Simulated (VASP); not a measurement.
# Ru in VASP: notebook

Runs on Ru. Level: PBE. Tasks: single point.

All numbers are computed with VASP 6.6.1; they aren't measurements. Logs are shortened: lines on timing, memory, paths and dates and some standing lists are left out, and cuts for length are marked.

## 1. The cell of the first run

The cell holds a slab with vacuum, 3 atoms: a = 2.721 Å, b = 2.721 Å, c = 20.296 Å, α = 90.00°, β = 90.00°, γ = 120.00°.

## 2. Single point, PBE

Input file INCAR:

```
PREC = Accurate
ENCUT = 520
EDIFF = 1E-6
ISMEAR = -1
SIGMA = 0.08
LREAL = False
LASPH = True
NELM = 100
ALGO = Normal
ISIF = 2
LWAVE = False
LCHARG = False
LDIPOL = True
IDIPOL = 3
DIPOL = 0.5 0.5 0.500
GGA = PE
NBANDS = 28
```

Input file KPOINTS:

```
regular mesh
0
Gamma
  14 14 1
```

Input file POSCAR:

```
Ru
1.0
    2.7207384563      0.0000000000      0.0000000000
   -1.3603692282      2.3562286202      0.0000000000
    0.0000000000      0.0000000000     20.2961000000
Ru
3
Direct
    0.0000000000      0.0000000000      0.3941654117
    0.3333333340      0.6666666660      0.5000000000
    0.0000000000      0.0000000000      0.6058345883
```

Potentials or basis: VASP PAW PBE potentials, release 64 (Ru_pv).

Run with:

```sh
cat potpaw_PBE.64/Ru_pv/POTCAR > POTCAR
mpirun -np 1 vasp_std > vasp.out
```

OUTCAR:

```text
PREC = Accurate
   ENCUT = 520
   EDIFF = 1E-6
   ISMEAR = -1
   LREAL = False
   LASPH = True
   NELM = 100
   ISIF = 2
   GGA = PE

 ion  position               nearest neighbor table
   1  0.000  0.000  0.394-   2 2.66   2 2.66   2 2.66
   2  0.333  0.667  0.500-   1 2.66   3 2.66   1 2.66   3 2.66   1 2.66   3 2.66
   3  0.000  0.000  0.606-   2 2.66   2 2.66   2 2.66

  LATTYP: Found a hexagonal cell.
 ALAT       =     2.7207384563
 C/A-ratio  =     7.4597762063

  Lattice vectors:

 A1 = (   2.7207384563,   0.0000000000,   0.0000000000)
 A2 = (  -1.3603692282,   2.3562286202,   0.0000000000)
 A3 = (   0.0000000000,   0.0000000000,  20.2961000000)

Analysis of symmetry for initial positions (statically):
=====================================================================
 Subroutine PRICEL returns:
 Original cell was already a primitive cell.

 Routine SETGRP: Setting up the symmetry group for a
 hexagonal supercell.

 Subroutine GETGRP returns: Found 12 space group operations
 (whereof 12 operations were pure point group operations)
 out of a pool of 24 trial point group operations.

The static configuration has the point symmetry D_3h.

Analysis of symmetry for dynamics (positions and initial velocities):
=====================================================================
 Subroutine PRICEL returns:
 Original cell was already a primitive cell.

 Routine SETGRP: Setting up the symmetry group for a
 hexagonal supercell.

 Subroutine GETGRP returns: Found 12 space group operations
 (whereof 12 operations were pure point group operations)
 out of a pool of 24 trial point group operations.

The dynamic configuration has the point symmetry D_3h.

 Subroutine INISYM returns: Found 12 space group operations
 (whereof 12 operations are pure point group operations),
 and found     1 'primitive' translations

----------------------------------------------------------------------------------------

                                     Primitive cell

  volume of cell :     130.1118

  direct lattice vectors                    reciprocal lattice vectors
     2.720738456  0.000000000  0.000000000     0.367547273  0.212203517  0.000000000
    -1.360369228  2.356228620  0.000000000     0.000000000  0.424407034  0.000000000
     0.000000000  0.000000000 20.296100000     0.000000000  0.000000000  0.049270550

  length of vectors
     2.720738456  2.720738456 20.296100000     0.424407034  0.424407034  0.049270550

[... 84 lines left out ...]
   NSW    =      0    number of steps for IOM
   IBRION =     -1    ionic relax: 0-MD 1-quasi-New 2-CG
   NFREE  =      0    steps in history (QN), initial steepest desc. (CG)
   ISIF   =      2    stress and relaxation
   ISYM   =      2    0-nonsym 1-usesym 2-fastsym
   POTIM  = 0.5000    time-step for ionic-motion
   TEBEG  =    0.0;   TEEND  =   0.0 temperature during run
   PSTRESS=    0.0 pullay stress
   NELECT =      42.0000    total number of electrons
   NUPDOWN=      -1.0000    fix difference up-down
   EMIN   =  10.00;   EMAX   =-10.00  energy-range for DOS
   EFERMI =   0.00;   METHOD = LEGACY
   ISMEAR =    -1;   SIGMA  =   0.08  broadening in eV -4-tet -1-fermi 0-gaus
   EFERMI_NEDOS =   21; number of points for ismear=-14 and -15
   IALGO  =     38    algorithm
   IMIX   =      4    mixing-type and parameters
     AMIX     =   0.40;   BMIX     =  1.00
     AMIX_MAG =   1.60;   BMIX_MAG =  1.00
  volume/ion in A,a.u.               =      43.37       292.68
  Fermi-wavevector in a.u.,A,eV,Ry     =   1.123015  2.122191 17.159168  1.261163
  Thomas-Fermi vector in A             =   2.259679
   LORBIT       =      0    0 simple, 1 ext, 2 COOP (PROOUT), +10 PAW based schemes
   GGA     = PE    functional components
   LHFCALC =     F    Hartree Fock is set to
   AEXX    =    0.0000 exact exchange contribution
   IVDW    =     0    specifies the selected vdW correction
   LEPSILON=     F    determine dielectric tensor
   LRPA    =     F    only Hartree local field effects (RPA)
 non-spin polarized calculation
  energy-cutoff  :      520.00
  volume of cell :      130.11
 maximum number of plane-waves:      3531
   NGX = 11   NGY = 11   NGZ = 75

 dipolmoment           0.000000      0.000000      0.000000 electrons x Angstroem

 number of electron      41.9999999 magnetization

 dipolmoment           0.000000      0.000000     -0.000000 electrons x Angstroem

 Free energy of the ion-electron system (eV)
  ---------------------------------------------------
  ext. energy  EPLUGINS =         0.00000000
  ---------------------------------------------------
  free energy    TOTEN  =       -25.62840499 eV

  energy without entropy =      -25.56018184  energy(sigma->0) =      -25.59429341

 E-fermi :   0.6626     XC(G=0):  -5.4685

 val. band max:        0.6579719761   @ k =   0.2857   0.2143   0.0000
 cond. band min:       0.7015875438   @ k =   0.1429   0.0714   0.0000
 fundamental gap:      0.0436155677
 Fermi energy:         0.6626063027

 k-point     1 :       0.0000    0.0000    0.0000
  band No.  band energies     occupation
      1     -42.8346      2.00000
      2     -42.2184      2.00000
      3     -42.2184      2.00000
      4     -42.0874      2.00000
      5     -41.8816      2.00000
      6     -41.6559      2.00000
[... 733 lines left out ...]
     27       8.5764      0.00000
     28       9.3795      0.00000

------------------------ aborting loop because EDIFF is reached ----------------------------------------

 vacuum level on the upper side and lower side of the slab       (xc-potential included)        -0.161        -0.161

  FORCE on cell =-STRESS in cart. coord.  units (eV):
  Direction    XX          YY          ZZ          XY          YZ          ZX
  --------------------------------------------------------------------------------------
  -------------------------------------------------------------------------------------
  Total       -3.6607116     -3.6607116     -3.8053138      0.0000000      0.0000000      0.0000000
  in kB      -45.0774436    -45.0774436    -46.8580527      0.0000000      0.0000000      0.0000000
  external PRESSURE =     -45.6709800 kB  Pullay stress =       0.0000000 kB

 VOLUME and BASIS-vectors are now :
 -----------------------------------------------------------------------------
  energy-cutoff  :      520.00
  volume of cell :      130.11
      direct lattice vectors                 reciprocal lattice vectors
     2.720738456  0.000000000  0.000000000     0.367547273  0.212203517  0.000000000
    -1.360369228  2.356228620  0.000000000     0.000000000  0.424407034  0.000000000
     0.000000000  0.000000000 20.296100000     0.000000000  0.000000000  0.049270550

 POSITION                                       TOTAL-FORCE (eV/Angst)
 -----------------------------------------------------------------------------------
      0.00000      0.00000      8.00002        -0.000000     -0.000000      0.877465
      0.00000      1.57082     10.14805        -0.000000      0.000000      0.000000
      0.00000      0.00000     12.29608         0.000000     -0.000000     -0.877465
 -----------------------------------------------------------------------------------
    total drift:                               -0.000002      0.000001     -0.000000

  FREE ENERGIE OF THE ION-ELECTRON SYSTEM (eV)
  ---------------------------------------------------
  free  energy   TOTEN  =       -25.6284049858 eV

  energy  without entropy=      -25.5601818436  energy(sigma->0) =      -25.59429341

 vacuum level on the upper side and lower side of the slab         5.548         5.548
```

stdout:

```text
POSCAR found type information on POSCAR Ru
 POSCAR found :  1 types and       3 ions
 scaLAPACK will be used
 LDA part: xc-table for (Slater+PW92), standard interpolation
 POSCAR, INCAR and KPOINTS ok, starting setup
 FFT: planning ... GRIDC
 FFT: planning ... GRID_SOFT
 FFT: planning ... GRID
 WAVECAR not read
 entering main loop
```

Wall time 2.6 min (1 thread of Intel Xeon 8259CL, shared host); peak memory 0.27 GiB.

What came out:

- Free energy: -25.6284 eV
- Largest force: 0.877 eV/Å
- Band gap on the k mesh: zero (bands 21 and 22 overlap by 2.02 eV)

Forces on the atoms (eV/Å):
```
Ru   0.000  0.000  0.877
Ru   0.000  0.000  0.000
Ru   0.000  0.000 -0.877
```

(Continued in part 2 of 2.)
